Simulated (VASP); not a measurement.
# Ni2H in VASP: notebook

The runs below take Ni2H through single point, relaxation of cell and atoms, with PBEsol.

All numbers are computed with VASP 6.6.1; they aren't measurements. Logs are shortened: lines on timing, memory, paths and dates and some standing lists are left out, and cuts for length are marked.

### 1 The cell of the first run

It takes space group P-3m1 (No. 164, trigonal). Conventional cell: a = 2.474 Å, b = 2.474 Å, c = 4.216 Å, α = 90.00°, β = 90.00°, γ = 120.00°. Ni (site symmetry 3m) has 3 H at 1.80 Å and 9 Ni at 2.47 to 2.48 Å within 2.5 Å. Within 2.5 Å of H (site symmetry -3m) lie 6 Ni at 1.80 Å and 6 H at 2.47 Å.

### 2 Single point, PBEsol, collinear spin, ferromagnetic start (biaxial strain in the a-b plane: -1.5 %, then relaxed in part)

INCAR

```
SYSTEM = Ni2H
PREC = Accurate ; ENCUT = 520
EDIFF = 1E-7 ; ISMEAR = 0
SIGMA = 0.1 ; LREAL = .FALSE.
LASPH = .TRUE. ; NELM = 150
ALGO = Normal ; ISIF = 2
LWAVE = .FALSE. ; LCHARG = .FALSE.
ISPIN = 2 ; MAGMOM = 0.16 0.16 0
LORBIT = 11 ; LMAXMIX = 4
GGA = PS ; NBANDS = 22
```

KPOINTS

```
Automatic mesh
0
G
  24 24 12
  0 0 0
```

POSCAR

```
Ni2H
1.0
    2.4742803405      0.0000000000      0.0000000000
   -1.2371401703      2.1427896310      0.0000000000
    0.0000000000      0.0000000000      4.2155030620
Ni H
2 1
Direct
    0.6666666667      0.3333333333      0.7679765031
    0.3333333333      0.6666666667      0.2880249167
    0.0000000000      0.0000000000      0.0279985802
```

Potentials or basis: VASP PAW PBE potentials, release 64 (Ni, H).

The run is started by

```bash
cat potpaw_PBE.64/Ni/POTCAR potpaw_PBE.64/H/POTCAR > POTCAR
mpirun -np 1 vasp_std > vasp.out
```

OUTCAR:

```text
SYSTEM = Ni2H
   PREC = Accurate
   ENCUT = 520
   EDIFF = 1E-7
   ISMEAR = 0
   LREAL = .FALSE.
   LASPH = .TRUE.
   NELM = 150
   ISIF = 2
   ISPIN = 2
   LORBIT = 11
   GGA = PS

 ion  position               nearest neighbor table
   1  0.667  0.333  0.768-   3 1.80   3 1.80   3 1.80   2 2.48   2 2.48   2 2.48   2 2.62   2 2.62
                             2 2.62
   2  0.333  0.667  0.288-   3 1.80   3 1.80   3 1.80   1 2.48   1 2.48   1 2.48   1 2.62   1 2.62
                             1 2.62
   3  0.000  0.000  0.028-   1 1.80   1 1.80   1 1.80   2 1.80   2 1.80   2 1.80

  LATTYP: Found a hexagonal cell.
 ALAT       =     2.4742803405
 C/A-ratio  =     1.7037289563

  Lattice vectors:

 A1 = (   2.4742803405,   0.0000000000,   0.0000000000)
 A2 = (  -1.2371401703,   2.1427896310,   0.0000000000)
 A3 = (   0.0000000000,   0.0000000000,   4.2155030620)

Analysis of symmetry for initial positions (statically):
=====================================================================
 Subroutine PRICEL returns:
 Original cell was already a primitive cell.

 Routine SETGRP: Setting up the symmetry group for a
 hexagonal supercell.

 Subroutine GETGRP returns: Found 12 space group operations
 (whereof  6 operations were pure point group operations)
 out of a pool of 24 trial point group operations.

The static configuration has the point symmetry C_3v.
 The point group associated with its full space group is D_3d.

Analysis of symmetry for dynamics (positions and initial velocities):
=====================================================================
 Subroutine PRICEL returns:
 Original cell was already a primitive cell.

 Routine SETGRP: Setting up the symmetry group for a
 hexagonal supercell.

 Subroutine GETGRP returns: Found 12 space group operations
 (whereof  6 operations were pure point group operations)
 out of a pool of 24 trial point group operations.

The dynamic configuration has the point symmetry C_3v.
 The point group associated with its full space group is D_3d.

Analysis of structural, dynamic, and magnetic symmetry:
=====================================================================
 Subroutine PRICEL returns:
 Original cell was already a primitive cell.

 Routine SETGRP: Setting up the symmetry group for a
 hexagonal supercell.

 Subroutine GETGRP returns: Found 12 space group operations
 (whereof  6 operations were pure point group operations)
 out of a pool of 24 trial point group operations.

The overall configuration has the point symmetry C_3v.
 The point group associated with its full space group is D_3d.

 Subroutine INISYM returns: Found 12 space group operations
 (whereof  6 operations are pure point group operations),
 and found     1 'primitive' translations

----------------------------------------------------------------------------------------

                                     Primitive cell

  volume of cell :      22.3500

  direct lattice vectors                    reciprocal lattice vectors
     2.474280341  0.000000000  0.000000000     0.404157922  0.233340685  0.000000000
    -1.237140170  2.142789631  0.000000000     0.000000000  0.466681370  0.000000000
     0.000000000  0.000000000  4.215503062     0.000000000  0.000000000  0.237219612

  length of vectors
     2.474280341  2.474280341  4.215503062     0.466681370  0.466681370  0.237219612

  position of ions in fractional coordinates (direct lattice)
     0.666666667  0.333333333  0.767976503
     0.333333333  0.666666667  0.288024917
     0.000000000  0.000000000  0.027998580

  ion indices of the primitive-cell ions
   primitive index   ion index
                 1           1
                 2           2
                 3           3

----------------------------------------------------------------------------------------

 KPOINTS: Automatic mesh

Automatic generation of k-mesh.
 Grid dimensions read from file:
 generate k-points for:   24   24   12

 Generating k-lattice:

  Cartesian coordinates                     Fractional coordinates (reciprocal lattice)
[... 57 lines left out ...]
      4       6.7799      1.00000
      5       7.3209      1.00000
      6       7.6398      1.00000
[... 14 lines left out ...]
     21      35.9219      0.00000
     22      38.9664      0.00000

 [... further k-points ...]

 spin component 2

 k-point     1 :       0.0000    0.0000    0.0000
  band No.  band energies     occupation
      1      -2.0036      1.00000
      2       4.7948      1.00000
      3       6.3578      1.00000
      4       7.6879      1.00000
      5       7.7701      1.00000
      6       7.7701      1.00000
[... 14 lines left out ...]
     21      35.6610      0.00000
     22      38.2592      0.00000

 k-point     2 :       0.0417    0.0000    0.0000
  band No.  band energies     occupation
      1      -1.9494      1.00000
      2       4.8401      1.00000
      3       6.3224      1.00000
      4       7.6059      1.00000
      5       7.7982      1.00000
      6       7.8269      1.00000
[... 14 lines left out ...]
     21      35.6314      0.00000
     22      37.7804      0.00000

 k-point     3 :       0.0833    0.0000    0.0000
  band No.  band energies     occupation
      1      -1.7878      1.00000
      2       4.9723      1.00000
      3       6.2231      1.00000
      4       7.4838      1.00000
      5       7.8803      1.00000
      6       7.8813      1.00000
[... 14 lines left out ...]
     21      36.5571      0.00000
     22      37.9998      0.00000
[... 476 lines left out ...]
 k-point    23 :       0.4167    0.0417    0.0000
  band No.  band energies     occupation
      1       2.1776      1.00000
      2       5.2560      1.00000
      3       5.7941      1.00000
      4       6.8546      1.00000
      5       7.4469      1.00000
      6       7.7707      1.00000
[... 14 lines left out ...]
     21      35.9823      0.00000
     22      38.6690      0.00000

 k-point    24 :       0.4583    0.0417    0.0000
  band No.  band energies     occupation
      1       2.3973      1.00000
      2       5.2331      1.00000
      3       5.7593      1.00000
      4       6.8601      1.00000
      5       7.4173      1.00000
      6       7.7465      1.00000
[... 14 lines left out ...]
     21      35.9323      0.00000
     22      38.9841      0.00000

 [... further k-points ...]

------------------------ aborting loop because EDIFF is reached ----------------------------------------

  FORCE on cell =-STRESS in cart. coord.  units (eV):
  Direction    XX          YY          ZZ          XY          YZ          ZX
  --------------------------------------------------------------------------------------
  -------------------------------------------------------------------------------------
  Total        0.9104284      0.9104284     -0.0107478     -0.0000000      0.0000000      0.0000000
  in kB       65.2647272     65.2647272     -0.7704653     -0.0000000      0.0000000      0.0000000
  external PRESSURE =      43.2529963 kB  Pullay stress =       0.0000000 kB

 VOLUME and BASIS-vectors are now :
 -----------------------------------------------------------------------------
  energy-cutoff  :      520.00
  volume of cell :       22.35
      direct lattice vectors                 reciprocal lattice vectors
     2.474280341  0.000000000  0.000000000     0.404157922  0.233340685  0.000000000
    -1.237140170  2.142789631  0.000000000     0.000000000  0.466681370  0.000000000
     0.000000000  0.000000000  4.215503062     0.000000000  0.000000000  0.237219612

 POSITION                                       TOTAL-FORCE (eV/Angst)
 -----------------------------------------------------------------------------------
      1.23714      0.71426      3.23741         0.000000      0.000000     -0.014397
     -0.00000      1.42853      1.21417        -0.000000     -0.000000      0.014397
      0.00000      0.00000      0.11803         0.000000      0.000000     -0.000000
 -----------------------------------------------------------------------------------
    total drift:                               -0.000000     -0.000000      0.000184

  FREE ENERGIE OF THE ION-ELECTRON SYSTEM (eV)
  ---------------------------------------------------
  free  energy   TOTEN  =       -15.7446214442 eV

  energy  without entropy=      -15.7260185416  energy(sigma->0) =      -15.73531999

 total charge

# of ion       s       p       d       tot
------------------------------------------
    1        0.476   0.566   8.436   9.478
    2        0.476   0.566   8.436   9.478
    3        0.506   0.043   0.000   0.548
--------------------------------------------------
tot          1.458   1.174  16.871  19.503

 magnetization (x)

# of ion       s       p       d       tot
------------------------------------------
    1       -0.001  -0.004   0.137   0.132
    2       -0.001  -0.004   0.137   0.132
    3       -0.001  -0.000   0.000  -0.002
--------------------------------------------------
tot         -0.003  -0.008   0.273   0.262
```

It took 3.6 min on 1 thread of Intel Xeon 6975P-C (Granite Rapids), shared host; peak memory 0.53 GiB.

What came out:

| Property | Result |
| --- | --- |
| Free energy | -15.7446 eV |
| Pressure | 4.3 GPa |
| Largest force | 0.014 eV/Å |
| Net moment | 0.26 μB per cell |
| Site moments | Ni +0.13; H -0.00 μB |
| Valence electrons inside the program's atomic spheres | Ni 9.48; H 0.55 |

Forces in eV/Å, atoms in the order of the input:
```
Ni   0.000  0.000 -0.014
Ni   0.000  0.000  0.014
H    0.000  0.000  0.000
```

Levels at points of the mesh, in eV from the Fermi level:
Spin up:
| k point | band 9 | band 10 | band 11 | band 12 | band 13 | band 14 |
| --- | --- | --- | --- | --- | --- | --- |
| (0.00, 0.00, 0.00) | -1.19 | -1.19 | -0.39 | -0.39 | 4.45 | 15.83 |
| (0.50, 0.00, 0.00) | -0.18 | -0.08 | 0.64 | 2.75 | 7.48 | 7.78 |
| (0.00, 0.00, 0.50) | -0.68 | -0.68 | -0.61 | -0.61 | 10.72 | 11.19 |
| (0.50, 0.00, 0.50) | -0.13 | -0.12 | 0.33 | 0.62 | 5.78 | 5.80 |
Spin down:
```csv
k point,band 8,band 9,band 10,band 11,band 12,band 13
"(0.00, 0.00, 0.00)",-1.65,-1.08,-1.08,-0.27,-0.27,4.55
"(0.50, 0.00, 0.00)",-0.12,-0.01,0.10,0.79,2.84,7.50
"(0.00, 0.00, 0.50)",-1.89,-0.55,-0.55,-0.49,-0.49,10.75
"(0.50, 0.00, 0.50)",-0.74,0.04,0.05,0.45,0.67,5.85
```

Caveat: the cell differs from its parent crystal (biaxial strain in the a-b plane: -1.5 %, then relaxed in part); the cell stands under pressure; the PAW data sets were made with another functional, which shifts forces and pressure a little.

### 3 Single point, PBEsol

This run uses another cell than the first one, of 7.58 Å³/atom.

INCAR

```
PREC = Accurate ; ENCUT = 520
EDIFF = 1E-6 ; ISMEAR = 0
SIGMA = 0.1 ; LREAL = False
LASPH = True ; NELM = 100
ALGO = Normal ; ISIF = 2
LWAVE = False ; LCHARG = True
GGA = PS ; LELF = True
LVHAR = True ; NBANDS = 18
```

KPOINTS

```
Automatic mesh
0
Gamma
  21 21 10
```

POSCAR

```
Ni2H
1.0
    2.5122529897      0.0000000000      0.0000000000
   -1.2561264948      2.1756749098      0.0000000000
    0.0000000000      0.0000000000      4.1608168454
Ni H
2 1
Direct
    0.6666666667      0.3333333333      0.7689864667
    0.3333333333      0.6666666667      0.2871568725
    0.0000000000      0.0000000000      0.0278566608
```

Potentials or basis: VASP PAW PBE potentials, release 64 (Ni, H).

The run is started by

```bash
cat potpaw_PBE.64/Ni/POTCAR potpaw_PBE.64/H/POTCAR > POTCAR
mpirun -np 1 vasp_std > vasp.out
```

Wall time 65 s (1 thread of AMD EPYC 9R45 (Zen 5), shared host); peak memory 0.23 GiB.

Results (log left out):

```yaml
Free_energy: -15.7580 eV
Pressure: 0.1 GPa
Largest_force: 0.014 eV/Å
Band_gap_on_the_k_mesh: zero (an odd number of electrons rules out a gap without spin polarisation)
```

Forces in eV/Å, atoms in the order of the input:
```
Ni   0.000  0.000 -0.014
Ni   0.000  0.000  0.012
H    0.000  0.000  0.002
```

Stress tensor (GPa, compression positive):
```
 0.12  0.00  0.00
 0.00  0.12  0.00
 0.00  0.00 -0.06
```

Levels at points of the mesh, in eV from the Fermi level:
| k point | band 7 | band 8 | band 9 | band 10 | band 11 | band 12 | band 13 | band 14 | band 15 | band 16 |
| --- | --- | --- | --- | --- | --- | --- | --- | --- | --- | --- |
| (0.00, 0.00, 0.00) | -1.63 | -1.63 | -1.17 | -1.17 | -0.30 | -0.30 | 4.80 | 15.36 | 23.13 | 23.13 |
| (0.00, 0.00, 0.50) | -1.89 | -1.89 | -0.57 | -0.57 | -0.53 | -0.53 | 10.96 | 11.86 | 17.33 | 22.24 |

Caveat: the PAW data sets were made with another functional, which shifts forces and pressure a little. Spin polarisation is off, so any magnetic state and its effect on volume and gap are missing.

### 4 Relaxation of cell and atoms, PBEsol

This run uses another cell than the first one, of 7.57 Å³/atom.

INCAR

```
SYSTEM = Ni2H
ALGO = Normal
EDIFF = 1E-6
EDIFFG = -0.005
ENCUT = 600
GGA = PS
IBRION = 2
ISIF = 3
ISMEAR = 0
LASPH = .TRUE.
LCHARG = .FALSE.
LREAL = .FALSE.
LWAVE = .FALSE.
NELM = 100
NSW = 100
PREC = Accurate
SIGMA = 0.1
```

KPOINTS

```
k-points
0
G
  21 21 10
  0 0 0
```

POSCAR

```
Ni2H
1.0
    2.5108580315      0.0000000000      0.0000000000
   -1.2554290157      2.1744668406      0.0000000000
    0.0000000000      0.0000000000      4.1615669274
Ni H
2 1
Direct
    0.6666666667      0.3333333333      0.7689399360
    0.3333333333      0.6666666667      0.2873571188
    0.0000000000      0.0000000000      0.0277029452
```

The run is started by

```bash
cat potpaw_PBE.64/Ni/POTCAR potpaw_PBE.64/H/POTCAR > POTCAR
mpirun -np 1 vasp_std > vasp.out
```

It took 3.7 min on 1 thread of AMD EPYC 9R45 (Zen 5), shared host; peak memory 0.26 GiB.

The run converged. Its results:

| Property | Result |
| --- | --- |
| Free energy | -15.7580 eV |
| Relaxed volume | 7.58 Å³/atom |
| Relaxed cell | a = 2.512 Å, b = 2.512 Å, c = 4.161 Å, α = 90.00°, β = 90.00°, γ = 120.00° |
| Space group after relaxing (to 0.1 Å) | P-3m1 (No. 164) |
| Energy gained by relaxing | 0.0 meV/atom |
| Ionic steps | 8 |
| Pressure after relaxing | 0.0 GPa |
| Largest force after relaxing | 0.004 eV/Å |
| Band gap on the k mesh | zero (an odd number of electrons rules out a gap without spin polarisation) |

Forces in eV/Å, atoms in the order of the input:
```
Ni   0.000  0.000 -0.001
Ni   0.000  0.000 -0.002
H    0.000  0.000  0.004
```

Stress tensor (GPa, compression positive):
```
 0.09  0.00  0.00
 0.00  0.09  0.00
 0.00  0.00 -0.09
```

Final structure:
```yaml
crystal:
  lattice:
    - [2.51198, 0.00000, 0.00000]
    - [-1.25599, 2.17543, 0.00000]
    - [0.00000, 0.00000, 4.16074]
  atoms:
    - { symbol: Ni, position: [0.66667, 0.33333, 0.76887] }
    - { symbol: Ni, position: [0.33333, 0.66667, 0.28738] }
    - { symbol: H, position: [0.00000, 0.00000, 0.02775] }
```

Levels at points of the mesh, in eV from the Fermi level:
```tsv
k point	band 8	band 9	band 10	band 11	band 12	band 13	band 14
(0.00, 0.00, 0.00)	-1.63	-1.17	-1.17	-0.30	-0.30	4.80	15.37
(0.00, 0.00, 0.50)	-1.89	-0.57	-0.57	-0.53	-0.53	10.97	11.85
```

Caveat: the PAW data sets were made with another functional, which shifts forces and pressure a little.

### 5 Single point, PBEsol

This run uses another cell than the first one, of 6.50 Å³/atom.

INCAR

```
SYSTEM = Ni2H
PREC     = Accurate       ! precision mode
ENCUT    = 520            ! plane-wave cutoff, eV
EDIFF    = 1E-6           ! SCF threshold, eV
ISMEAR   = 0              ! smearing method
SIGMA    = 0.1            ! smearing width, eV
LREAL    = .False.        ! projectors in reciprocal space
LASPH    = .True.         ! aspherical terms in the spheres
NELM     = 100            ! most SCF steps
ALGO     = Normal         ! electronic algorithm
ISIF     = 2              ! what is computed and relaxed
LWAVE    = .False.        ! write WAVECAR
LCHARG   = .False.        ! write CHGCAR
GGA      = PS             ! functional
NBANDS   = 18             ! bands
```

KPOINTS

```
Automatic mesh
0
Gamma
  21 21 10
  0 0 0
```

POSCAR

```
Ni2H
1.0
    2.3860810786      0.0000000000      0.0000000000
   -1.1930405393      2.0664068295      0.0000000000
    0.0000000000      0.0000000000      3.9529721452
Ni H
2 1
Direct
    0.6666666667      0.3333333333      0.7680656857
    0.3333333333      0.6666666667      0.2879430942
    0.0000000000      0.0000000000      0.0279912202
```

The run is started by

```bash
cat potpaw_PBE.64/Ni/POTCAR potpaw_PBE.64/H/POTCAR > POTCAR
mpirun -np 1 vasp_std > vasp.out
```

Wall time 55 s (1 thread of AMD EPYC 9R45 (Zen 5), shared host); peak memory 0.21 GiB.

It converged, with:

```yaml
Free_energy: -15.3184 eV
Pressure: 49.9 GPa
Largest_force: 0.046 eV/Å
Band_gap_on_the_k_mesh: zero (an odd number of electrons rules out a gap without spin polarisation)
```

Forces on the atoms (eV/Å):
```
Ni   0.000  0.000 -0.046
Ni   0.000  0.000  0.046
H    0.000  0.000  0.000
```

Stress tensor (GPa, compression positive):
```
49.93  0.00  0.00
 0.00 49.93  0.00
 0.00  0.00 49.70
```

Levels at points of the mesh, in eV from the Fermi level:
| k point | band 7 | band 8 | band 9 | band 10 | band 11 | band 12 | band 13 | band 14 | band 15 | band 16 |
| --- | --- | --- | --- | --- | --- | --- | --- | --- | --- | --- |
| (0.00, 0.00, 0.00) | -2.05 | -2.05 | -1.46 | -1.46 | -0.37 | -0.37 | 5.76 | 16.75 | 24.80 | 25.38 |
| (0.00, 0.00, 0.50) | -2.39 | -2.39 | -0.72 | -0.72 | -0.64 | -0.64 | 12.34 | 13.11 | 18.96 | 23.46 |

Caveat: the cell stands under pressure; the PAW data sets were made with another functional, which shifts forces and pressure a little. Spin polarisation is off, so any magnetic state and its effect on volume and gap are missing.

### 6 Overview

```csv
task,spin,cell,k mesh,cutoff (eV),gap on the mesh (eV),pressure (GPa),largest force (eV/Å)
single point,"collinear, ferromagnetic start","a = 2.474, b = 2.474, c = 4.216 Å, angles 90.0, 90.0, 120.0°, 3 atoms",24 × 24 × 12,520,none,4.3,0.01
single point,off,"a = 2.512, b = 2.512, c = 4.161 Å, angles 90.0, 90.0, 120.0°, 3 atoms",21 × 21 × 10,520,none,0.1,0.01
relaxation of cell and atoms,off,"relaxed from a = 2.511, b = 2.511, c = 4.162 Å, angles 90.0, 90.0, 120.0°, 3 atoms",21 × 21 × 10,600,none,0.0,-
single point,off,"a = 2.386, b = 2.386, c = 3.953 Å, angles 90.0, 90.0, 120.0°, 3 atoms",21 × 21 × 10,520,none,49.9,0.05
```

Alike in all rows: level PBEsol; potentials or basis VASP PAW PBE potentials, release 64 (Ni, H); smearing gaussian 0.1 eV.

Caveats: the PAW data sets were made with another functional, which shifts forces and pressure a little; the cell stands under pressure (at least some runs).

Absolute energies hang on the potentials; compare differences alone.
